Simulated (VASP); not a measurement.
# Cs2Cd (Fm-3m) in VASP: a series of runs

Runs on Cs2Cd. Level: PBE. Tasks: relaxation of cell and atoms, single point.

All numbers are computed with VASP 6.6.1; they aren't measurements. Logs are shortened: lines on timing, memory, paths and dates and some standing lists are left out, and cuts for length are marked.

**1. The cell of the first run**

Symmetry: Fm-3m, No. 225, cubic system. Conventional cell: a = 8.269 Å, b = 8.269 Å, c = 8.269 Å, α = 90.00°, β = 90.00°, γ = 90.00°. Cs (site symmetry -43m) has 4 Cd at 3.58 Å and 6 Cs at 4.13 Å within 4.7 Å. Within 4.7 Å of Cd (site symmetry m-3m) lie 8 Cs at 3.58 Å.

**2. Relaxation of cell and atoms, PBE**

The input, INCAR:

```
SYSTEM = Cs2Cd
  PREC = Accurate
  ENCUT = 600
  EDIFF = 1E-7
  ISMEAR = 0
  SIGMA = 0.1
  LREAL = .False.
  LASPH = .True.
  NELM = 80
  ALGO = Normal
  ISIF = 3
  LWAVE = .False.
  LCHARG = .False.
  GGA = PE
  IBRION = 2
  NSW = 90
  EDIFFG = -0.04
```

The input, KPOINTS:

```
Automatic mesh
0
Gamma
  4 4 4
  0 0 0
```

The input, POSCAR:

```
Cs2Cd
1.0
    0.0000000000      4.1345174900      4.1345174900
    4.1345174900      0.0000000000      4.1345174900
    4.1345174900      4.1345174900      0.0000000000
Cs Cd
2 1
Direct
    0.2500000000      0.2500000000      0.2500000000
    0.7500000000      0.7500000000      0.7500000000
    0.5000000000      0.5000000000      0.5000000000
```

Potentials or basis: VASP PAW PBE potentials, release 64 (Cs_sv, Cd).

Started as:

```sh
$ cat potpaw_PBE.64/Cs_sv/POTCAR potpaw_PBE.64/Cd/POTCAR > POTCAR
$ mpirun -np 1 vasp_std > vasp.out
```

OUTCAR:

```text
SYSTEM = Cs2Cd
   PREC = Accurate
   ENCUT = 600
   EDIFF = 1E-7
   ISMEAR = 0
   LREAL = .False.
   LASPH = .True.
   NELM = 80
   ISIF = 3
   GGA = PE
   IBRION = 2
   NSW = 90
   EDIFFG = -0.04

 ion  position               nearest neighbor table
   1  0.250  0.250  0.250-
   2  0.750  0.750  0.750-
   3  0.500  0.500  0.500-

  LATTYP: Found a face centered cubic cell.
 ALAT       =     8.2690349800

  Lattice vectors:

 A1 = (   0.0000000000,   4.1345174900,   4.1345174900)
 A2 = (   4.1345174900,   0.0000000000,   4.1345174900)
 A3 = (   4.1345174900,   4.1345174900,   0.0000000000)

Analysis of symmetry for initial positions (statically):
=====================================================================
 Subroutine PRICEL returns:
 Original cell was already a primitive cell.

 Routine SETGRP: Setting up the symmetry group for a
 face centered cubic supercell.

 Subroutine GETGRP returns: Found 48 space group operations
 (whereof 48 operations were pure point group operations)
 out of a pool of 48 trial point group operations.

The static configuration has the point symmetry O_h .

Analysis of symmetry for dynamics (positions and initial velocities):
=====================================================================
 Subroutine PRICEL returns:
 Original cell was already a primitive cell.

 Routine SETGRP: Setting up the symmetry group for a
 face centered cubic supercell.

 Subroutine GETGRP returns: Found 48 space group operations
 (whereof 48 operations were pure point group operations)
 out of a pool of 48 trial point group operations.

The dynamic configuration has the point symmetry O_h .

 Subroutine INISYM returns: Found 48 space group operations
 (whereof 48 operations are pure point group operations),
 and found     1 'primitive' translations

----------------------------------------------------------------------------------------

                                     Primitive cell

  volume of cell :     141.3528

  direct lattice vectors                    reciprocal lattice vectors
     0.000000000  4.134517490  4.134517490    -0.120933096  0.120933096  0.120933096
     4.134517490  0.000000000  4.134517490     0.120933096 -0.120933096  0.120933096
     4.134517490  4.134517490  0.000000000     0.120933096  0.120933096 -0.120933096

  length of vectors
     5.847090708  5.847090708  5.847090708     0.209462266  0.209462266  0.209462266

  position of ions in fractional coordinates (direct lattice)
     0.250000000  0.250000000  0.250000000
[... 55 lines left out ...]
   ISTART =      0    job   : 0-new  1-cont  2-samecut
   ICHARG =      2    charge: 1-file 2-atom 10-const
   ISPIN  =      1    spin polarized calculation?
   LNONCOLLINEAR =      F non collinear calculations
   LSORBIT =      F    spin-orbit coupling
   LASPH  =      T    aspherical Exc in radial PAW
   ENCUT  =  600.0 eV  44.10 Ry    6.64 a.u.  11.68 11.68 11.68*2*pi/ulx,y,z
   NELM   =     80;   NELMIN=  2; NELMDL= -5     # of ELM steps
   EDIFF  = 0.1E-06   stopping-criterion for ELM
   LREAL  =      F    real-space projection
   EDIFFG = -.4E-01   stopping-criterion for IOM
   NSW    =     90    number of steps for IOM
   IBRION =      2    ionic relax: 0-MD 1-quasi-New 2-CG
   NFREE  =      1    steps in history (QN), initial steepest desc. (CG)
   ISIF   =      3    stress and relaxation
   ISYM   =      2    0-nonsym 1-usesym 2-fastsym
   POTIM  = 0.5000    time-step for ionic-motion
   TEBEG  =    0.0;   TEEND  =   0.0 temperature during run
   PSTRESS=    0.0 pullay stress
   NELECT =      30.0000    total number of electrons
   NUPDOWN=      -1.0000    fix difference up-down
   EMIN   =  10.00;   EMAX   =-10.00  energy-range for DOS
   EFERMI =   0.00;   METHOD = LEGACY
   ISMEAR =     0;   SIGMA  =   0.10  broadening in eV -4-tet -1-fermi 0-gaus
   EFERMI_NEDOS =   21; number of points for ismear=-14 and -15
   IALGO  =     38    algorithm
   IMIX   =      4    mixing-type and parameters
     AMIX     =   0.40;   BMIX     =  1.00
     AMIX_MAG =   1.60;   BMIX_MAG =  1.00
  volume/ion in A,a.u.               =      47.12       317.97
  Fermi-wavevector in a.u.,A,eV,Ry     =   0.976518  1.845352 12.974354  0.953588
  Thomas-Fermi vector in A             =   2.107143
   LORBIT       =      0    0 simple, 1 ext, 2 COOP (PROOUT), +10 PAW based schemes
   GGA     = PE    functional components
   LHFCALC =     F    Hartree Fock is set to
   AEXX    =    0.0000 exact exchange contribution
   IVDW    =     0    specifies the selected vdW correction
   LEPSILON=     F    determine dielectric tensor
   LRPA    =     F    only Hartree local field effects (RPA)
 conjugate gradient relaxation of ions
 non-spin polarized calculation
 Gauss-broadening in eV      SIGMA  =   0.10
  energy-cutoff  :      600.00
  volume of cell :      141.35
 maximum number of plane-waves:      4766
 NGX is ok and might be reduce to    48
   NGX = 23   NGY = 23   NGZ = 23

--------------------------------------- Ionic step        1  -------------------------------------------

 number of electron      30.0000001 magnetization

 Free energy of the ion-electron system (eV)
  ---------------------------------------------------
  ext. energy  EPLUGINS =         0.00000000
  ---------------------------------------------------
  free energy    TOTEN  =        -1.73091415 eV

  energy without entropy =       -1.71745817  energy(sigma->0) =       -1.72418616

------------------------ aborting loop because EDIFF is reached ----------------------------------------

  FORCE on cell =-STRESS in cart. coord.  units (eV):
  Direction    XX          YY          ZZ          XY          YZ          ZX
  --------------------------------------------------------------------------------------
  -------------------------------------------------------------------------------------
  Total        3.5563528      3.5563528      3.5563528     -0.0000000      0.0000000      0.0000000
  in kB       40.3098265     40.3098265     40.3098265     -0.0000000      0.0000000      0.0000000
  external PRESSURE =      40.3098265 kB  Pullay stress =       0.0000000 kB
[... 98 lines left out ...]
--------------------------------------- Ionic step        4  -------------------------------------------

 number of electron      29.9999996 magnetization

 Free energy of the ion-electron system (eV)
  ---------------------------------------------------
  ext. energy  EPLUGINS =         0.00000000
  ---------------------------------------------------
  free energy    TOTEN  =        -2.42145995 eV

  energy without entropy =       -2.41110817  energy(sigma->0) =       -2.41628406

 E-fermi :   0.8020     XC(G=0):  -6.4198

 val. band max:        0.7871401280   @ k =  -0.2500   0.5000   0.2500
 cond. band min:       1.0803782010   @ k =   0.0000   0.0000   0.0000
 fundamental gap:      0.2932380730
 Fermi energy:         0.8020227456

 k-point     1 :       0.0000    0.0000    0.0000
  band No.  band energies     occupation
      1     -22.6321      2.00000
      2     -22.5926      2.00000
      3      -9.5575      2.00000
      4      -9.5575      2.00000
      5      -9.5575      2.00000
      6      -9.3425      2.00000
[... 195 lines left out ...]
  FREE ENERGIE OF THE ION-ELECTRON SYSTEM (eV)
  ---------------------------------------------------
  free  energy   TOTEN  =        -2.4214599450 eV

  energy  without entropy=       -2.4111081721  energy(sigma->0) =       -2.41628406

 reached required accuracy - stopping structural energy minimisation
```

CONTCAR:

```text
Cs2Cd
   1.00000000000000
    -0.0000000000000000    4.7539960068946669    4.7539960068946669
     4.7539960068946669    0.0000000000000000    4.7539960068946669
     4.7539960068946669    4.7539960068946669    0.0000000000000000
  Cs              Cd
     2     1
Direct
     0.2500000000000000    0.2500000000000000    0.2500000000000000
     0.7500000000000000    0.7500000000000000    0.7500000000000000
     0.5000000000000000    0.5000000000000000    0.5000000000000000

  0.00000000E+00  0.00000000E+00  0.00000000E+00
  0.00000000E+00  0.00000000E+00  0.00000000E+00
  0.00000000E+00  0.00000000E+00  0.00000000E+00
```

Run time: 3.3 min. Hardware: 1 thread of AMD EPYC, shared host; peak memory 0.31 GiB.

Results:

```
Free energy                            : -2.4215 eV
Relaxed volume                         : 71.63 Å³/atom
Relaxed cell                           : a = 6.723 Å, b = 6.723 Å, c = 6.723 Å, α = 60.00°, β = 60.00°, γ = 60.00°
Space group after relaxing (to 0.05 Å) : Fm-3m (No. 225)
Energy gained by relaxing              : 230.2 meV/atom
Ionic steps                            : 4
Pressure after relaxing                : 0.1 GPa
Band gap on the k mesh                 : zero (band 15 reaches 1.08 eV, above the bottom of band 16 at 0.79 eV)
```

Step by step:
| step | energy change (eV) | largest force (eV/Å) | pressure (GPa) | volume (Å³) |
| --- | --- | --- | --- | --- |
| 1 | 0.0000 | 0.0000 | 4.03 | 141.35 |
| 2 | -0.4501 | 0.0000 | 1.81 | 167.02 |
| 3 | -0.6664 | 0.0000 | 0.46 | 199.62 |
| 4 | -0.6905 | 0.0000 | 0.07 | 214.89 |

Final structure:
```yaml
crystal:
  lattice:
    - [0.00000, 4.75400, 4.75400]
    - [4.75400, 0.00000, 4.75400]
    - [4.75400, 4.75400, 0.00000]
  atoms:
    - { symbol: Cs, position: [0.25000, 0.25000, 0.25000] }
    - { symbol: Cs, position: [0.75000, 0.75000, 0.75000] }
    - { symbol: Cd, position: [0.50000, 0.50000, 0.50000] }
```

Caveat: the volume moved by over 15 % at a fixed basis, so the end points are rough; spin-orbit coupling is left out, which moves the levels of the heavy elements.

**3. Single point, PBE**

This run uses another cell than the first one, of 72.97 Å³/atom, 1.549 times its volume.

The input, INCAR:

```
PREC = Accurate
ENCUT = 520
EDIFF = 1E-6
ISMEAR = 0
SIGMA = 0.1
LREAL = False
LASPH = True
NELM = 100
ALGO = Fast
ISIF = 2
LWAVE = False
LCHARG = True
GGA = PE
LELF = True
LVHAR = True
NBANDS = 22
```

The input, KPOINTS:

```
Automatic mesh
0
Gamma
  8 8 8
```

The input, POSCAR:

```
Cs2Cd
1.0
    0.0000000000      4.7835933526      4.7835933526
    4.7835933526      0.0000000000      4.7835933526
    4.7835933526      4.7835933526      0.0000000000
Cs Cd
2 1
Direct
    0.2500000000      0.2500000000      0.2500000000
    0.7500000000      0.7500000000      0.7500000000
    0.5000000000      0.5000000000      0.5000000000
```

Potentials or basis: VASP PAW PBE potentials, release 64 (Cs_sv, Cd).

Started as:

```sh
$ cat potpaw_PBE.64/Cs_sv/POTCAR potpaw_PBE.64/Cd/POTCAR > POTCAR
$ mpirun -np 1 vasp_std > vasp.out
```

It took 4.5 min on 1 thread of AMD EPYC, shared host; peak memory 0.38 GiB.

Results (log left out):

```yaml
Free_energy: -2.4321 eV
Pressure: 0.0 GPa
Band_gap_on_the_k_mesh: zero (band 15 reaches 1.04 eV, above the bottom of band 16 at 0.73 eV)
```

Levels at points of the mesh, in eV from the Fermi level:
| k point | band 13 | band 14 | band 15 | band 16 | band 17 | band 18 |
| --- | --- | --- | --- | --- | --- | --- |
| (0.00, 0.00, 0.00) | -8.92 | -3.77 | 0.28 | 0.28 | 0.28 | 0.92 |
| (0.50, 0.00, 0.00) | -8.92 | -3.37 | -0.44 | 0.71 | 0.71 | 2.10 |
| (0.50, 0.50, 0.00) | -8.92 | -3.26 | -0.62 | 0.74 | 0.99 | 0.99 |

Caveat: spin-orbit coupling is left out, which moves the levels of the heavy elements.

**4. Single point, PBE**

This run uses another cell than the first one, of 72.97 Å³/atom, 1.549 times its volume.

The input, INCAR:

```
SYSTEM = Cs2Cd
ALGO = Fast
EDIFF = 1E-7
ENCUT = 520
GGA = PE
ISIF = 2
ISMEAR = 0
LASPH = .TRUE.
LCHARG = .FALSE.
LREAL = .FALSE.
LWAVE = .FALSE.
NBANDS = 22
NELM = 100
PREC = Accurate
SIGMA = 0.1
```

The input, KPOINTS:

```
k-points
0
G
  10 10 10
  0 0 0
```

POSCAR is that of step 3.

Started as:

```sh
$ cat potpaw_PBE.64/Cs_sv/POTCAR potpaw_PBE.64/Cd/POTCAR > POTCAR
$ mpirun -np 1 vasp_std > vasp.out
```

Run time: 9.7 min. Hardware: 1 thread of AMD EPYC, shared host; peak memory 0.44 GiB.

Results (log left out):

```yaml
Free_energy: -2.4317 eV
Pressure: 0.0 GPa
Band_gap_on_the_k_mesh: zero (band 15 reaches 1.04 eV, above the bottom of band 16 at 0.78 eV)
```

Levels at points of the mesh, in eV from the Fermi level:
| k point | band 13 | band 14 | band 15 | band 16 | band 17 | band 18 |
| --- | --- | --- | --- | --- | --- | --- |
| (0.00, 0.00, 0.00) | -8.91 | -3.77 | 0.29 | 0.29 | 0.29 | 0.92 |
| (0.50, 0.00, 0.00) | -8.91 | -3.36 | -0.44 | 0.71 | 0.71 | 2.10 |
| (0.50, 0.50, 0.00) | -8.92 | -3.26 | -0.61 | 0.74 | 0.99 | 0.99 |

Caveat: spin-orbit coupling is left out, which moves the levels of the heavy elements.

**5. Overview**

```tsv
task	cell	k mesh	cutoff (eV)	gap on the mesh (eV)	pressure (GPa)
relaxation of cell and atoms	relaxed from a = 5.847 Å, angles 60.0°, 3 atoms	4 × 4 × 4	600	none	0.1
single point	a = 6.765 Å, angles 60.0°, 3 atoms	8 × 8 × 8	520	none	0.0
single point	a = 6.765 Å, angles 60.0°, 3 atoms	10 × 10 × 10	520	none	0.0
```

Alike in all rows: level PBE; potentials or basis VASP PAW PBE potentials, release 64 (Cs_sv, Cd); no spin polarisation; smearing gaussian 0.1 eV.

Caveats: spin-orbit coupling is left out, which moves the levels of the heavy elements; the volume moved by over 15 % at a fixed basis, so the end points are rough (some runs).

Total energies depend on the potentials used, so only differences within one code and one set of settings carry meaning.
